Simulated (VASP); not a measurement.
# IrRu14: single point with PBE

System: IrRu14, a slab with vacuum.

```
Ru Ir
1.0
     4.07963    2.35537    0.00000
    -4.07963    2.35537    0.00000
     0.00000    0.00000   20.59401
Ru Ir
14 1
Direct
  0.33333 0.33395 0.29428
  0.66729 0.00000 0.29428
  0.99938 0.66605 0.29428
  0.33333 0.00000 0.39490
  0.66667 0.66667 0.39502
  0.00000 0.33333 0.39502
  0.33333 0.33355 0.49929
  0.66688 0.00000 0.49929
  0.99979 0.66645 0.49929
  0.66667 0.66667 0.60499
  0.00000 0.33333 0.60499
  0.33333 0.33651 0.70664
  0.66984 0.00000 0.70664
  0.99682 0.66349 0.70664
  0.33333 0.00000 0.60449
```

```
Program             : VASP 6.6.1
Task                : single point
Functional          : PBE
Potentials or basis : VASP PAW PBE potentials, release 64 (Ru_pv, Ir)
Cutoff              : 400 eV
k mesh              : 9 × 9 × 1
Occupations         : methfessel-paxton, width 0.1 eV
Spin                : no spin polarisation
```

```json
{"Largest force": "0.016 eV/Å", "Band gap on the k mesh": "zero (an odd number of electrons rules out a gap without spin polarisation)"}
```

Forces in eV/Å, atoms in the order of the input:
```
Ru   0.001 -0.001 -0.013
Ru  -0.001 -0.001 -0.013
Ru   0.000  0.002 -0.013
Ru   0.000  0.000  0.008
Ru   0.000  0.000  0.007
Ru   0.000  0.000  0.007
Ru  -0.004  0.002 -0.005
Ru   0.004  0.002 -0.005
Ru   0.000 -0.004 -0.005
Ru   0.000  0.000 -0.007
Ru   0.000  0.000 -0.007
Ru  -0.003  0.002  0.016
Ru   0.003  0.002  0.016
Ru   0.000 -0.003  0.016
Ir   0.000  0.000 -0.005
```

Levels at points of the mesh, in eV from the Fermi level:
| k point | band 101 | band 102 | band 103 | band 104 | band 105 | band 106 |
| --- | --- | --- | --- | --- | --- | --- |
| (0.00, 0.00, 0.00) | -0.35 | -0.24 | -0.24 | 0.32 | 0.51 | 0.51 |

Run time: 37 min on 1 thread of Intel Xeon 8259CL (shared host), peak memory 0.54 GiB.

Caveat: spin-orbit coupling is left out, which moves the levels of the heavy elements.
